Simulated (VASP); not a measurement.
# SnO (P4/nmm) in VASP: single point with r2SCAN

Aim: the single point of SnO with r2SCAN.

Everything below comes from runs of VASP 6.6.1. Logs are shortened: lines on timing, memory, paths and dates and some standing lists are left out, and cuts for length are marked.

### 1 The cell of the first run

It takes space group P4/nmm (No. 129, tetragonal). Conventional cell: a = 3.837 Å, b = 3.837 Å, c = 4.759 Å, α = 90.00°, β = 90.00°, γ = 90.00°. Within 3.0 Å of Sn (site symmetry 4mm) lie 4 O at 2.24 Å. O (site symmetry -4m2) has 4 Sn at 2.24 Å and 4 O at 2.71 Å within 3.0 Å.

### 2 Single point, r2SCAN

The input, POSCAR:

```
SnO
1.0
    3.8365550881      0.0000000000      0.0000000000
    0.0000000000      3.8365550881      0.0000000000
    0.0000000000      0.0000000000      4.7594503779
Sn O
2 2
Direct
    0.5000000000      0.0000000000      0.2434679922
    0.0000000000      0.5000000000      0.7565320078
    0.0000000000      0.0000000000      0.0000000000
    0.5000000000      0.5000000000      0.0000000000
```

The input, INCAR.step1:

```
SYSTEM = SnO
ALGO = Normal
EDIFF = 1E-4
ENCUT = 520
GGA = PE
ISMEAR = 0
LASPH = .TRUE.
LCHARG = .FALSE.
LREAL = .FALSE.
LWAVE = .TRUE.
NBANDS = 28
NELM = 60
PREC = Accurate
SIGMA = 0.1
```

The input, INCAR.step2:

```
SYSTEM = SnO
ALGO = Normal
EDIFF = 1E-6
ENCUT = 520
ISIF = 2
ISMEAR = 0
ISTART = 1
LASPH = .TRUE.
LCHARG = .FALSE.
LMIXTAU = .TRUE.
LREAL = .FALSE.
LWAVE = .FALSE.
METAGGA = R2SCAN
NBANDS = 28
NELM = 60
PREC = Accurate
SIGMA = 0.1
```

The input, KPOINTS:

```
k-points
0
G
  12 12 10
  0 0 0
```

Potentials or basis: VASP PAW PBE potentials, release 64 (Sn_d, O).

Command:

```console
$ cat potpaw_PBE.64/Sn_d/POTCAR potpaw_PBE.64/O/POTCAR > POTCAR
$ cp INCAR.step1 INCAR
$ mpirun -np 1 vasp_std > vasp.out
$ cp INCAR.step2 INCAR
$ mpirun -np 1 vasp_std > vasp.out
```

OUTCAR:

```text
SYSTEM = SnO
   EDIFF = 1E-6
   ENCUT = 520
   ISIF = 2
   ISMEAR = 0
   ISTART = 1
   LASPH = .TRUE.
   LREAL = .FALSE.
   METAGGA = R2SCAN
   NELM = 60
   PREC = Accurate

 ion  position               nearest neighbor table
   1  0.500  0.000  0.243-   3 2.24   4 2.24   4 2.24   3 2.24   2 3.57   2 3.57   2 3.57   2 3.57
                             2 3.65   2 3.65   2 3.65   2 3.65
   2  0.000  0.500  0.757-   3 2.24   4 2.24   3 2.24   4 2.24   1 3.57   1 3.57   1 3.57   1 3.57
                             1 3.65   1 3.65   1 3.65   1 3.65
   3  0.000  0.000  0.000-   1 2.24   2 2.24   2 2.24   1 2.24
   4  0.500  0.500  0.000-   1 2.24   2 2.24   1 2.24   2 2.24

  LATTYP: Found a simple tetragonal cell.
 ALAT       =     3.8365550881
 C/A-ratio  =     1.2405531183

  Lattice vectors:

 A1 = (   3.8365550881,   0.0000000000,   0.0000000000)
 A2 = (   0.0000000000,   3.8365550881,   0.0000000000)
 A3 = (   0.0000000000,   0.0000000000,   4.7594503779)

Analysis of symmetry for initial positions (statically):
=====================================================================
 Subroutine PRICEL returns:
 Original cell was already a primitive cell.

 Routine SETGRP: Setting up the symmetry group for a
 simple tetragonal supercell.

 Subroutine GETGRP returns: Found 16 space group operations
 (whereof  8 operations were pure point group operations)
 out of a pool of 16 trial point group operations.

The static configuration has the point symmetry D_2d.
 The point group associated with its full space group is D_4h.

Analysis of symmetry for dynamics (positions and initial velocities):
=====================================================================
 Subroutine PRICEL returns:
 Original cell was already a primitive cell.

 Routine SETGRP: Setting up the symmetry group for a
 simple tetragonal supercell.

 Subroutine GETGRP returns: Found 16 space group operations
 (whereof  8 operations were pure point group operations)
 out of a pool of 16 trial point group operations.

The dynamic configuration has the point symmetry D_2d.
 The point group associated with its full space group is D_4h.

 Subroutine INISYM returns: Found 16 space group operations
 (whereof  8 operations are pure point group operations),
 and found     1 'primitive' translations

----------------------------------------------------------------------------------------

                                     Primitive cell

  volume of cell :      70.0551

  direct lattice vectors                    reciprocal lattice vectors
     3.836555088  0.000000000  0.000000000     0.260650499  0.000000000  0.000000000
     0.000000000  3.836555088  0.000000000     0.000000000  0.260650499  0.000000000
     0.000000000  0.000000000  4.759450378     0.000000000  0.000000000  0.210108294

  length of vectors
     3.836555088  3.836555088  4.759450378     0.260650499  0.260650499  0.210108294

  position of ions in fractional coordinates (direct lattice)
     0.500000000  0.000000000  0.243467992
     0.000000000  0.500000000  0.756532008
     0.000000000  0.000000000  0.000000000
     0.500000000  0.500000000  0.000000000

  ion indices of the primitive-cell ions
   primitive index   ion index
                 1           1
                 2           2
                 3           3
                 4           4

----------------------------------------------------------------------------------------

 KPOINTS: k-points

Automatic generation of k-mesh.
 Grid dimensions read from file:
 generate k-points for:   12   12   10

 Generating k-lattice:

  Cartesian coordinates                     Fractional coordinates (reciprocal lattice)
     0.021720875  0.000000000  0.000000000     0.083333333  0.000000000  0.000000000
     0.000000000  0.021720875  0.000000000     0.000000000  0.083333333  0.000000000
     0.000000000  0.000000000  0.021010829     0.000000000  0.000000000  0.100000000

  Length of vectors
     0.021720875  0.021720875  0.021010829

  Shift w.r.t. Gamma in fractional coordinates (k-lattice)
     0.000000000  0.000000000  0.000000000

 Subroutine IBZKPT returns following result:
 ===========================================

 Found    168 irreducible k-points:

 Following reciprocal coordinates:
            Coordinates               Weight
  0.000000  0.000000  0.000000      1.000000
  0.083333  0.000000  0.000000      4.000000
  0.166667  0.000000  0.000000      4.000000
  0.250000  0.000000  0.000000      4.000000
  0.333333  0.000000  0.000000      4.000000
  0.416667  0.000000  0.000000      4.000000
[... 16 lines left out ...]
  0.333333  0.333333  0.000000      4.000000
  0.416667  0.333333  0.000000      8.000000
 [... further k-points ...]
   k-points           NKPTS =    168   k-points in BZ     NKDIM =    168   number of bands    NBANDS=     28
   number of dos      NEDOS =    301   number of ions     NIONS =      4
   total plane-waves  NPLWV =  32400
   dimension x,y,z NGX =    30 NGY =   30 NGZ =   36
   dimension x,y,z NGXF=    60 NGYF=   60 NGZF=   72
   ions per type =               2   2
   NGX,Y,Z   is equivalent  to a cutoff of  13.00, 13.00, 12.57 a.u.
   NGXF,Y,Z  is equivalent  to a cutoff of  26.00, 26.00, 25.15 a.u.
 SYSTEM =  SnO
   PREC   = accura    normal or accurate (medium, high low for compatibility)
   ISTART =      1    job   : 0-new  1-cont  2-samecut
   ICHARG =      0    charge: 1-file 2-atom 10-const
   ISPIN  =      1    spin polarized calculation?
   LNONCOLLINEAR =      F non collinear calculations
   LSORBIT =      F    spin-orbit coupling
   LASPH  =      T    aspherical Exc in radial PAW
   ENCUT  =  520.0 eV  38.22 Ry    6.18 a.u.   7.13  7.13  8.85*2*pi/ulx,y,z
   NELM   =     60;   NELMIN=  2; NELMDL=  0     # of ELM steps
   EDIFF  = 0.1E-05   stopping-criterion for ELM
   LREAL  =      F    real-space projection
   EDIFFG = 0.1E-04   stopping-criterion for IOM
   NSW    =      0    number of steps for IOM
   IBRION =     -1    ionic relax: 0-MD 1-quasi-New 2-CG
   NFREE  =      0    steps in history (QN), initial steepest desc. (CG)
   ISIF   =      2    stress and relaxation
   ISYM   =      2    0-nonsym 1-usesym 2-fastsym
   POTIM  = 0.5000    time-step for ionic-motion
   TEBEG  =    0.0;   TEEND  =   0.0 temperature during run
   PSTRESS=    0.0 pullay stress
   NELECT =      40.0000    total number of electrons
   NUPDOWN=      -1.0000    fix difference up-down
   EMIN   =  10.00;   EMAX   =-10.00  energy-range for DOS
   EFERMI =   0.00;   METHOD = LEGACY
   ISMEAR =     0;   SIGMA  =   0.10  broadening in eV -4-tet -1-fermi 0-gaus
   EFERMI_NEDOS =   21; number of points for ismear=-14 and -15
   IALGO  =     38    algorithm
   IMIX   =      4    mixing-type and parameters
     AMIX     =   0.40;   BMIX     =  1.00
     AMIX_MAG =   1.60;   BMIX_MAG =  1.00
  volume/ion in A,a.u.               =      17.51       118.19
  Fermi-wavevector in a.u.,A,eV,Ry     =   1.358152  2.566534 25.096979  1.844576
  Thomas-Fermi vector in A             =   2.485009
   LORBIT       =      0    0 simple, 1 ext, 2 COOP (PROOUT), +10 PAW based schemes
   METAGGA = R2SCAN    functional components
   LHFCALC =     F    Hartree Fock is set to
   AEXX    =    0.0000 exact exchange contribution
   IVDW    =     0    specifies the selected vdW correction
   LEPSILON=     F    determine dielectric tensor
   LRPA    =     F    only Hartree local field effects (RPA)
 non-spin polarized calculation
 Gauss-broadening in eV      SIGMA  =   0.10
  energy-cutoff  :      520.00
  volume of cell :       70.06
 maximum number of plane-waves:      1912
 NGX is ok and might be reduce to    30
   NGX = 15   NGY = 15   NGZ = 17

 number of electron      40.0000015 magnetization

 Free energy of the ion-electron system (eV)
  ---------------------------------------------------
  ext. energy  EPLUGINS =         0.00000000
  ---------------------------------------------------
  free energy    TOTEN  =       -66.88791342 eV

  energy without entropy =      -66.88768200  energy(sigma->0) =      -66.88779771

 E-fermi :   7.1570     XC(G=0): -10.9595

 val. band max:        7.0683009137   @ k =   0.0000   0.0000   0.0000
 cond. band min:       7.1801936409   @ k =   0.5000   0.5000   0.0000
 fundamental gap:      0.1118927272
 Fermi energy:         7.1569623591

 k-point     1 :       0.0000    0.0000    0.0000
  band No.  band energies     occupation
      1     -15.7704      2.00000
      2     -15.2674      2.00000
      3     -15.2643      2.00000
      4     -15.2643      2.00000
      5     -15.2224      2.00000
      6     -15.2001      2.00000
[... 20 lines left out ...]
     27      14.0485      0.00000
     28      14.6816      0.00000

 k-point     2 :       0.0833    0.0000    0.0000
  band No.  band energies     occupation
      1     -15.7661      2.00000
      2     -15.2666      2.00000
      3     -15.2632      2.00000
      4     -15.2622      2.00000
      5     -15.2226      2.00000
      6     -15.2001      2.00000
[... 20 lines left out ...]
     27      14.1886      0.00000
     28      15.2090      0.00000

 k-point     3 :       0.1667    0.0000    0.0000
  band No.  band energies     occupation
      1     -15.7537      2.00000
      2     -15.3022      2.00000
      3     -15.2598      2.00000
      4     -15.2564      2.00000
      5     -15.2418      2.00000
      6     -15.2230      2.00000
[... 20 lines left out ...]
     27      14.3440      0.00000
     28      16.4599      0.00000

 k-point     4 :       0.2500    0.0000    0.0000
  band No.  band energies     occupation
      1     -15.7340      2.00000
      2     -15.3948      2.00000
      3     -15.2539      2.00000
      4     -15.2474      2.00000
      5     -15.2364      2.00000
      6     -15.2233      2.00000
[... 578 lines left out ...]
     27      15.4036      0.00000
     28      15.4036      0.00000

 k-point    23 :       0.3333    0.3333    0.0000
  band No.  band energies     occupation
      1     -15.7022      2.00000
      2     -15.6106      2.00000
      3     -15.2465      2.00000
      4     -15.2314      2.00000
      5     -15.2253      2.00000
      6     -15.2234      2.00000
[... 20 lines left out ...]
     27      14.6752      0.00000
     28      15.8214      0.00000

 k-point    24 :       0.4167    0.3333    0.0000
  band No.  band energies     occupation
      1     -15.6940      2.00000
      2     -15.6488      2.00000
      3     -15.2342      2.00000
      4     -15.2332      2.00000
      5     -15.2290      2.00000
      6     -15.2216      2.00000
[... 20 lines left out ...]
     27      15.0396      0.00000
     28      15.4740      0.00000

 [... further k-points ...]
[... 5 lines left out ...]
  --------------------------------------------------------------------------------------
  -------------------------------------------------------------------------------------
  Total       -0.7805350     -0.7805350     -0.3599897      0.0000000      0.0000000      0.0000000
  in kB      -17.8510311    -17.8510311     -8.2330533      0.0000000      0.0000000      0.0000000
  external PRESSURE =     -14.6450385 kB  Pullay stress =       0.0000000 kB

 VOLUME and BASIS-vectors are now :
 -----------------------------------------------------------------------------
  energy-cutoff  :      520.00
  volume of cell :       70.06
      direct lattice vectors                 reciprocal lattice vectors
     3.836555088  0.000000000  0.000000000     0.260650499  0.000000000  0.000000000
     0.000000000  3.836555088  0.000000000     0.000000000  0.260650499  0.000000000
     0.000000000  0.000000000  4.759450378     0.000000000  0.000000000  0.210108294

 POSITION                                       TOTAL-FORCE (eV/Angst)
 -----------------------------------------------------------------------------------
      1.91828      0.00000      1.15877        -0.000000      0.000000     -0.386377
      0.00000      1.91828      3.60068         0.000000      0.000000      0.386377
      0.00000      0.00000      0.00000        -0.000000     -0.000000      0.000000
      1.91828      1.91828      0.00000        -0.000000      0.000000      0.000000
 -----------------------------------------------------------------------------------
    total drift:                                0.000000      0.000000      0.000000

  FREE ENERGIE OF THE ION-ELECTRON SYSTEM (eV)
  ---------------------------------------------------
  free  energy   TOTEN  =       -66.8879134216 eV

  energy  without entropy=      -66.8876820011  energy(sigma->0) =      -66.88779771
```

It took 18 min on 1 thread of Oxide Virtual Turin-like, shared host; peak memory 0.34 GiB.

What came out:

```yaml
Free_energy: -66.8879 eV
Pressure: -1.5 GPa
Largest_force: 0.386 eV/Å
Band_gap_on_the_k_mesh: 0.11 eV (least direct gap 2.19 eV)
```

Forces in eV/Å, atoms in the order of the input:
```
Sn   0.000  0.000 -0.386
Sn   0.000  0.000  0.386
O    0.000  0.000  0.000
O    0.000  0.000  0.000
```

Stress tensor (GPa, compression positive):
```
-1.79  0.00  0.00
 0.00 -1.79  0.00
 0.00  0.00 -0.82
```

Levels at points of the mesh, in eV from the valence-band top:
```csv
k point,band 16,band 17,band 18,band 19,band 20,band 21,band 22,band 23,band 24,band 25
"(0.00, 0.00, 0.00)",-6.49,-3.71,-3.41,-3.41,0.00,2.48,4.70,4.70,4.95,6.23
"(0.50, 0.00, 0.00)",-5.18,-5.07,-5.07,-2.92,-2.92,3.59,3.59,6.07,6.07,6.50
"(0.50, 0.50, 0.00)",-5.30,-2.75,-2.75,-2.07,-2.07,0.11,0.11,4.86,4.86,7.91
"(0.00, 0.00, 0.50)",-3.79,-3.43,-3.43,-2.94,-2.37,2.01,2.97,2.97,3.69,8.66
"(0.50, 0.00, 0.50)",-5.68,-5.02,-5.02,-1.92,-1.92,2.93,2.93,5.53,5.53,7.13
"(0.50, 0.50, 0.50)",-5.81,-2.95,-2.95,-2.75,-2.75,2.46,2.46,4.59,4.59,5.98
```

Caveat: semilocal functionals underestimate gaps, and a narrow one can read as zero; the PAW data sets were made with another functional, which shifts forces and pressure a little; spin-orbit coupling is left out, which moves the levels of the heavy elements. A k mesh can miss the band edges.
